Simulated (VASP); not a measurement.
# Ti (Im-3m) in VASP: a series of runs

The runs below take Ti through single point, with PBE.

Everything below comes from runs of VASP 6.6.1. Logs are shortened: lines on timing, memory, paths and dates and some standing lists are left out, and cuts for length are marked.

## 1. The cell of the first run

The structure is cubic, space group Im-3m (No. 229). The conventional cell has a = 3.293 Å, b = 3.293 Å, c = 3.293 Å, α = 90.00°, β = 90.00°, γ = 90.00°. Within 3.8 Å of Ti (site symmetry m-3m) lie 14 Ti at 2.85 to 3.29 Å.

## 2. Single point, PBE (volume scaled by 1.01)

INCAR reads:

```
PREC = Accurate
ENCUT = 520
EDIFF = 1E-6
ISMEAR = -1
SIGMA = 0.05
LREAL = False
LASPH = True
NELM = 80
ALGO = Normal
ISIF = 2
LWAVE = False
LCHARG = False
GGA = PE
NBANDS = 12
```

KPOINTS reads:

```
regular mesh
0
Gamma
  14 14 14
```

POSCAR reads:

```
Ti
1.0
   -1.6464518673      1.6464518673      1.6464518673
    1.6464518673     -1.6464518673      1.6464518673
    1.6464518673      1.6464518673     -1.6464518673
Ti
1
Direct
    0.0000000000      0.0000000000      0.0000000000
```

Potentials or basis: VASP PAW PBE potentials, release 64 (Ti_sv).

Launch:

```console
cat potpaw_PBE.64/Ti_sv/POTCAR > POTCAR
mpirun -np 1 vasp_std > vasp.out
```

OUTCAR:

```text
PREC = Accurate
   ENCUT = 520
   EDIFF = 1E-6
   ISMEAR = -1
   LREAL = False
   LASPH = True
   NELM = 80
   ISIF = 2
   GGA = PE

 ion  position               nearest neighbor table
   1  0.000  0.000  0.000-

  LATTYP: Found a body centered cubic cell.
 ALAT       =     3.2929037346

  Lattice vectors:

 A1 = (  -1.6464518673,   1.6464518673,   1.6464518673)
 A2 = (   1.6464518673,  -1.6464518673,   1.6464518673)
 A3 = (   1.6464518673,   1.6464518673,  -1.6464518673)

Analysis of symmetry for initial positions (statically):
=====================================================================
 Subroutine PRICEL returns:
 Original cell was already a primitive cell.

 Routine SETGRP: Setting up the symmetry group for a
 body centered cubic supercell.

 Subroutine GETGRP returns: Found 48 space group operations
 (whereof 48 operations were pure point group operations)
 out of a pool of 48 trial point group operations.

The static configuration has the point symmetry O_h .

Analysis of symmetry for dynamics (positions and initial velocities):
=====================================================================
 Subroutine PRICEL returns:
 Original cell was already a primitive cell.

 Routine SETGRP: Setting up the symmetry group for a
 body centered cubic supercell.

 Subroutine GETGRP returns: Found 48 space group operations
 (whereof 48 operations were pure point group operations)
 out of a pool of 48 trial point group operations.

The dynamic configuration has the point symmetry O_h .

 Subroutine INISYM returns: Found 48 space group operations
 (whereof 48 operations are pure point group operations),
 and found     1 'primitive' translations

----------------------------------------------------------------------------------------

                                     Primitive cell

  volume of cell :      17.8528

  direct lattice vectors                    reciprocal lattice vectors
    -1.646451867  1.646451867  1.646451867     0.000000000  0.303683339  0.303683339
     1.646451867 -1.646451867  1.646451867     0.303683339  0.000000000  0.303683339
     1.646451867  1.646451867 -1.646451867     0.303683339  0.303683339  0.000000000

  length of vectors
     2.851738286  2.851738286  2.851738286     0.429473096  0.429473096  0.429473096

  position of ions in fractional coordinates (direct lattice)
[... 72 lines left out ...]
   LNONCOLLINEAR =      F non collinear calculations
   LSORBIT =      F    spin-orbit coupling
   LASPH  =      T    aspherical Exc in radial PAW
   ENCUT  =  520.0 eV  38.22 Ry    6.18 a.u.   5.30  5.30  5.30*2*pi/ulx,y,z
   NELM   =     80;   NELMIN=  2; NELMDL= -5     # of ELM steps
   EDIFF  = 0.1E-05   stopping-criterion for ELM
   LREAL  =      F    real-space projection
   EDIFFG = 0.1E-04   stopping-criterion for IOM
   NSW    =      0    number of steps for IOM
   IBRION =     -1    ionic relax: 0-MD 1-quasi-New 2-CG
   NFREE  =      0    steps in history (QN), initial steepest desc. (CG)
   ISIF   =      2    stress and relaxation
   ISYM   =      2    0-nonsym 1-usesym 2-fastsym
   POTIM  = 0.5000    time-step for ionic-motion
   TEBEG  =    0.0;   TEEND  =   0.0 temperature during run
   PSTRESS=    0.0 pullay stress
   NELECT =      12.0000    total number of electrons
   NUPDOWN=      -1.0000    fix difference up-down
   EMIN   =  10.00;   EMAX   =-10.00  energy-range for DOS
   EFERMI =   0.00;   METHOD = LEGACY
   ISMEAR =    -1;   SIGMA  =   0.05  broadening in eV -4-tet -1-fermi 0-gaus
   EFERMI_NEDOS =   21; number of points for ismear=-14 and -15
   IALGO  =     38    algorithm
   IMIX   =      4    mixing-type and parameters
     AMIX     =   0.40;   BMIX     =  1.00
     AMIX_MAG =   1.60;   BMIX_MAG =  1.00
  volume/ion in A,a.u.               =      17.85       120.48
  Fermi-wavevector in a.u.,A,eV,Ry     =   1.434056  2.709974 27.980620  2.056518
  Thomas-Fermi vector in A             =   2.553507
   LORBIT       =      0    0 simple, 1 ext, 2 COOP (PROOUT), +10 PAW based schemes
   GGA     = PE    functional components
[... 5 lines left out ...]
 non-spin polarized calculation
  energy-cutoff  :      520.00
  volume of cell :       17.85
 maximum number of plane-waves:       490
 NGX is ok and might be reduce to    24
   NGX = 11   NGY = 11   NGZ = 11

 number of electron      12.0000002 magnetization

 Free energy of the ion-electron system (eV)
  ---------------------------------------------------
  ext. energy  EPLUGINS =         0.00000000
  ---------------------------------------------------
  free energy    TOTEN  =        -7.72654371 eV

  energy without entropy =       -7.70559889  energy(sigma->0) =       -7.71607130

 E-fermi :   7.7960     XC(G=0): -11.3656

 val. band max:        7.7849865039   @ k =  -0.3571   0.3571   0.0714
 cond. band min:       7.8006721143   @ k =  -0.2857   0.2857   0.2143
 fundamental gap:      0.0156856104
 Fermi energy:         7.7959779097

 k-point     1 :       0.0000    0.0000    0.0000
  band No.  band energies     occupation
      1     -48.7857      2.00000
      2     -24.6726      2.00000
      3     -24.6726      2.00000
      4     -24.6726      2.00000
      5       1.9112      2.00000
      6       8.7649      0.00000
      7       8.7649      0.00000
      8       8.7649      0.00000
      9      10.4622      0.00000
     10      10.4622      0.00000
     11      25.0193      0.00000
     12      25.0193      0.00000
[... 331 lines left out ...]
 k-point    24 :       0.3571    0.2857    0.0000
  band No.  band energies     occupation
      1     -48.6547      2.00000
      2     -25.1392      2.00000
      3     -25.0440      2.00000
      4     -24.7472      2.00000
      5       6.7345      2.00000
      6       7.2796      1.99993
      7       7.4417      1.99833
      8      10.5591      0.00000
      9      10.7816      0.00000
     10      14.7059      0.00000
     11      15.9957      0.00000
     12      17.0284      0.00000

 [... further k-points ...]
[... 5 lines left out ...]
  --------------------------------------------------------------------------------------
  -------------------------------------------------------------------------------------
  Total       -0.3973060     -0.3973060     -0.3973060      0.0000000     -0.0000000      0.0000000
  in kB      -35.6556706    -35.6556706    -35.6556706      0.0000000     -0.0000000      0.0000000
  external PRESSURE =     -35.6556706 kB  Pullay stress =       0.0000000 kB

 VOLUME and BASIS-vectors are now :
 -----------------------------------------------------------------------------
  energy-cutoff  :      520.00
  volume of cell :       17.85
      direct lattice vectors                 reciprocal lattice vectors
    -1.646451867  1.646451867  1.646451867     0.000000000  0.303683339  0.303683339
     1.646451867 -1.646451867  1.646451867     0.303683339  0.000000000  0.303683339
     1.646451867  1.646451867 -1.646451867     0.303683339  0.303683339  0.000000000

 POSITION                                       TOTAL-FORCE (eV/Angst)
 -----------------------------------------------------------------------------------
      0.00000      0.00000      0.00000         0.000000     -0.000000      0.000000
 -----------------------------------------------------------------------------------
    total drift:                                0.000000      0.000000      0.000000

  FREE ENERGIE OF THE ION-ELECTRON SYSTEM (eV)
  ---------------------------------------------------
  free  energy   TOTEN  =        -7.7265437108 eV

  energy  without entropy=       -7.7055988885  energy(sigma->0) =       -7.71607130
```

stdout:

```text
POSCAR found type information on POSCAR Ti
 POSCAR found :  1 types and       1 ions
 scaLAPACK will be used
 LDA part: xc-table for (Slater+PW92), standard interpolation
 POSCAR, INCAR and KPOINTS ok, starting setup
 FFT: planning ... GRIDC
 FFT: planning ... GRID_SOFT
 FFT: planning ... GRID
 WAVECAR not read
 entering main loop
```

It took 28 s on 1 thread of Intel Xeon 8259CL, shared host; peak memory 0.15 GiB.

What came out:

```
Free energy            : -7.7265 eV
Pressure               : -3.6 GPa
Band gap on the k mesh : zero (band 6 reaches 8.76 eV, above the bottom of band 7 at 7.15 eV)
```

Levels at points of the mesh, in eV from the Fermi level:
```
           k point  band 2  band 3  band 4  band 5  band 6  band 7  band 8  band 9  band 10  band 11
(0.00, 0.00, 0.00)  -32.47  -32.47  -32.47   -5.88    0.97    0.97    0.97    2.67     2.67    17.22
(0.50, 0.00, 0.00)  -33.08  -32.66  -32.47   -2.38   -0.36    1.07    2.65    2.99     4.12     8.47
(0.50, 0.50, 0.50)  -32.89  -32.89  -32.89   -2.01   -2.01    3.79    3.79    3.79     8.17     8.17
```

## 3. Single point, PBE (volume scaled by 1.02)

INCAR reads:

```
PREC = Accurate
ENCUT = 520
EDIFF = 1E-7
ISMEAR = -1
SIGMA = 0.05
LREAL = F
LASPH = T
NELM = 60
ALGO = Normal
ISIF = 2
LWAVE = F
LCHARG = F
GGA = PE
NBANDS = 12
```

KPOINTS reads:

```
Automatic mesh
0
Gamma
  14 14 14
```

POSCAR reads:

```
Ti
1.0
   -1.6518678664      1.6518678664      1.6518678664
    1.6518678664     -1.6518678664      1.6518678664
    1.6518678664      1.6518678664     -1.6518678664
Ti
1
Direct
    0.0000000000      0.0000000000      0.0000000000
```

Potentials or basis: VASP PAW PBE potentials, release 64 (Ti_sv).

Launch:

```console
cat potpaw_PBE.64/Ti_sv/POTCAR > POTCAR
mpirun -np 1 vasp_std > vasp.out
```

OUTCAR:

```text
PREC = Accurate
   ENCUT = 520
   EDIFF = 1E-7
   ISMEAR = -1
   LREAL = F
   LASPH = T
   NELM = 60
   ISIF = 2
   GGA = PE

 ion  position               nearest neighbor table
   1  0.000  0.000  0.000-

  LATTYP: Found a body centered cubic cell.
 ALAT       =     3.3037357328

  Lattice vectors:

 A1 = (  -1.6518678664,   1.6518678664,   1.6518678664)
 A2 = (   1.6518678664,  -1.6518678664,   1.6518678664)
 A3 = (   1.6518678664,   1.6518678664,  -1.6518678664)

[... 528 lines left out ...]
      3     -25.1621      2.00000
      4     -24.8747      2.00000
      5       6.6461      2.00000
      6       7.1857      1.99993
      7       7.3410      1.99839
      8      10.4267      0.00000
      9      10.6458      0.00000
     10      14.5279      0.00000
     11      15.8036      0.00000
     12      16.8288      0.00000

 [... further k-points ...]
[... 5 lines left out ...]
  --------------------------------------------------------------------------------------
  -------------------------------------------------------------------------------------
  Total       -0.5025401     -0.5025401     -0.5025401     -0.0000000      0.0000000     -0.0000000
  in kB      -44.6575978    -44.6575978    -44.6575978     -0.0000000      0.0000000     -0.0000000
  external PRESSURE =     -44.6575978 kB  Pullay stress =       0.0000000 kB

 VOLUME and BASIS-vectors are now :
 -----------------------------------------------------------------------------
  energy-cutoff  :      520.00
  volume of cell :       18.03
      direct lattice vectors                 reciprocal lattice vectors
    -1.651867866  1.651867866  1.651867866     0.000000000  0.302687648  0.302687648
     1.651867866 -1.651867866  1.651867866     0.302687648  0.000000000  0.302687648
     1.651867866  1.651867866 -1.651867866     0.302687648  0.302687648  0.000000000

 POSITION                                       TOTAL-FORCE (eV/Angst)
 -----------------------------------------------------------------------------------
      0.00000      0.00000      0.00000        -0.000000     -0.000000      0.000000
 -----------------------------------------------------------------------------------
    total drift:                                0.000000      0.000000      0.000000

  FREE ENERGIE OF THE ION-ELECTRON SYSTEM (eV)
  ---------------------------------------------------
  free  energy   TOTEN  =        -7.7221789419 eV

  energy  without entropy=       -7.7010393660  energy(sigma->0) =       -7.71160915
```

OSZICAR:

```text
N       E                     dE             d eps       ncg     rms          rms(c)
DAV:   1     0.879496437039E+02    0.87950E+02   -0.64736E+03  2496   0.119E+03
DAV:   2    -0.440764490761E+01   -0.92357E+02   -0.90217E+02  2540   0.297E+02
DAV:   3    -0.874103916720E+01   -0.43334E+01   -0.42875E+01  3540   0.650E+01
DAV:   4    -0.883340609932E+01   -0.92367E-01   -0.92269E-01  2800   0.808E+00
DAV:   5    -0.883554246789E+01   -0.21364E-02   -0.21363E-02  2920   0.109E+00    0.804E+00
DAV:   6    -0.771496393955E+01    0.11206E+01   -0.28083E+00  2688   0.231E+01    0.197E+00
DAV:   7    -0.771378139582E+01    0.11825E-02   -0.65039E-02  2908   0.256E+00    0.122E+00
DAV:   8    -0.772173802991E+01   -0.79566E-02   -0.33113E-02  2680   0.204E+00    0.909E-02
DAV:   9    -0.772215816013E+01   -0.42013E-03   -0.17658E-03  2976   0.376E-01    0.650E-02
DAV:  10    -0.772219454579E+01   -0.36386E-04   -0.22784E-04  2664   0.145E-01    0.157E-02
DAV:  11    -0.772217777664E+01    0.16769E-04   -0.25433E-05  2944   0.730E-02    0.690E-03
DAV:  12    -0.772217874668E+01   -0.97004E-06   -0.14854E-06  3476   0.131E-02    0.520E-04
DAV:  13    -0.772217909761E+01   -0.35094E-06   -0.11805E-07  2592   0.250E-03    0.174E-03
DAV:  14    -0.772217896692E+01    0.13069E-06   -0.43881E-08  1576   0.273E-03    0.276E-04
DAV:  15    -0.772217894187E+01    0.25048E-07   -0.61526E-09  1312   0.810E-04
   1 F= -.77221789E+01 E0= -.77116092E+01  d E =-.211396E-01
```

Run time: 32 s. Hardware: 1 thread of Intel Xeon 8259CL, shared host; peak memory 0.15 GiB.

What came out:

```yaml
Free_energy: -7.7222 eV
Pressure: -4.5 GPa
Band_gap_on_the_k_mesh: zero (band 6 reaches 8.66 eV, above the bottom of band 7 at 7.06 eV)
```

## 4. Single point, PBE (volume scaled by 1.04)

INCAR reads:

```
SYSTEM = Ti
PREC = Accurate ; ENCUT = 520
EDIFF = 1E-6 ; ISMEAR = -1
SIGMA = 0.05 ; LREAL = .FALSE.
LASPH = .TRUE. ; NELM = 60
ALGO = Normal ; ISIF = 2
LWAVE = .FALSE. ; LCHARG = .FALSE.
GGA = PE ; NBANDS = 12
```

KPOINTS reads:

```
Automatic mesh
0
G
  14 14 14
  0 0 0
```

POSCAR reads:

```
Ti
1.0
   -1.6625945817      1.6625945817      1.6625945817
    1.6625945817     -1.6625945817      1.6625945817
    1.6625945817      1.6625945817     -1.6625945817
Ti
1
Direct
    0.0000000000      0.0000000000      0.0000000000
```

Launch:

```console
cat potpaw_PBE.64/Ti_sv/POTCAR > POTCAR
mpirun -np 1 vasp_std > vasp.out
```

Wall time 32 s (1 thread of Intel Xeon 8259CL, shared host); peak memory 0.15 GiB.

Results (log left out):

| Quantity | Value |
| --- | --- |
| Free energy | -7.7106 eV |
| Pressure | -6.2 GPa |
| Band gap on the k mesh | zero (band 6 reaches 8.44 eV, above the bottom of band 7 at 6.88 eV) |

Levels at points of the mesh, in eV from the Fermi level:
```
           k point  band 2  band 3  band 4  band 5  band 6  band 7  band 8  band 9  band 10  band 11
(0.00, 0.00, 0.00)  -32.56  -32.56  -32.56   -5.82    0.94    0.94    0.94    2.58     2.58    17.01
(0.50, 0.00, 0.00)  -33.12  -32.74  -32.56   -2.31   -0.34    0.99    2.55    2.88     3.97     8.16
(0.50, 0.50, 0.50)  -32.95  -32.95  -32.95   -1.92   -1.92    3.65    3.65    3.65     7.94     7.94
```

## 5. Single point, PBE (volume scaled by 1.06)

INCAR reads:

```
PREC = Accurate ; ENCUT = 520
EDIFF = 1E-7 ; ISMEAR = -1
SIGMA = 0.05 ; LREAL = F
LASPH = T ; NELM = 80
ALGO = Normal ; ISIF = 2
LWAVE = F ; LCHARG = F
GGA = PE ; NBANDS = 12
```

KPOINTS reads:

```
Automatic mesh
0
Gamma
  14 14 14
```

POSCAR reads:

```
Ti
1.0
   -1.6731846416      1.6731846416      1.6731846416
    1.6731846416     -1.6731846416      1.6731846416
    1.6731846416      1.6731846416     -1.6731846416
Ti
1
Direct
    0.0000000000      0.0000000000      0.0000000000
```

Launch:

```console
cat potpaw_PBE.64/Ti_sv/POTCAR > POTCAR
mpirun -np 1 vasp_std > vasp.out
```

Run time: 36 s. Hardware: 1 thread of Intel Xeon 8259CL, shared host; peak memory 0.15 GiB.

It converged, with:

| Item | Value |
| --- | --- |
| Free energy | -7.6954 eV |
| Pressure | -7.7 GPa |
| Band gap on the k mesh | zero (band 6 reaches 8.24 eV, above the bottom of band 7 at 6.71 eV) |

Levels at points of the mesh, in eV from the Fermi level:
```
           k point  band 4  band 5  band 6  band 7  band 8  band 9
(0.00, 0.00, 0.00)  -32.62   -5.78    0.92    0.92    0.92    2.52
(0.50, 0.00, 0.00)  -32.62   -2.27   -0.33    0.94    2.49    2.81
(0.50, 0.50, 0.50)  -32.98   -1.86   -1.86    3.56    3.56    3.56
```

## 6. Summary

| cell | gap on the mesh (eV) | pressure (GPa) |
| --- | --- | --- |
| a = 2.852 Å, angles 109.5°, 1 atom | none | -3.6 |
| a = 2.861 Å, angles 109.5°, 1 atom | none | -4.5 |
| a = 2.880 Å, angles 109.5°, 1 atom | none | -6.2 |
| a = 2.898 Å, angles 109.5°, 1 atom | none | -7.7 |

Alike in all rows: task single point; level PBE; potentials or basis VASP PAW PBE potentials, release 64 (Ti_sv); no spin polarisation; k mesh 14 × 14 × 14; cutoff (eV) 520; smearing fermi-dirac 0.05 eV.

Total energies depend on the potentials used, so only differences within one code and one set of settings carry meaning.
